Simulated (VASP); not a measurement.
Crystal: RuSe.

```
Ru Se
1.0
     0.00000    2.57041    2.57041
     2.57041    0.00000    2.57041
     2.57041    2.57041    0.00000
Ru Se
1 1
Direct
  0.50000 0.50000 0.50000
  0.00000 0.00000 0.00000
```

Base run:

* Program: VASP 6.6.1
* Functional: PBEsol
* Potentials or basis: VASP PAW PBE potentials, release 64 (Ru_pv, Se)
* Cutoff: 520 eV
* k mesh: 12 × 12 × 12
* Occupations: gaussian, width 0.05 eV
* Spin: no spin polarisation

Its results: band gap on the k mesh zero (bands 10 and 11 overlap by 1.52 eV); pressure -6.3 GPa.

**Question.** The run is repeated on the same cell with these changes: functional from PBEsol to r2SCAN; further incar settings from ALGO = Normal; EDIFF = 1e-07; NBANDS = 17 to ALGO = Normal; EDIFF = 1e-06; NBANDS = 17. What comes out?

**Answer.** Band gap on the k mesh zero (bands 10 and 11 overlap by 1.72 eV); pressure -1.1 GPa.

Caveats: the PAW data sets were made with another functional, which shifts forces and pressure a little; the cell stands under tension (at least some runs).
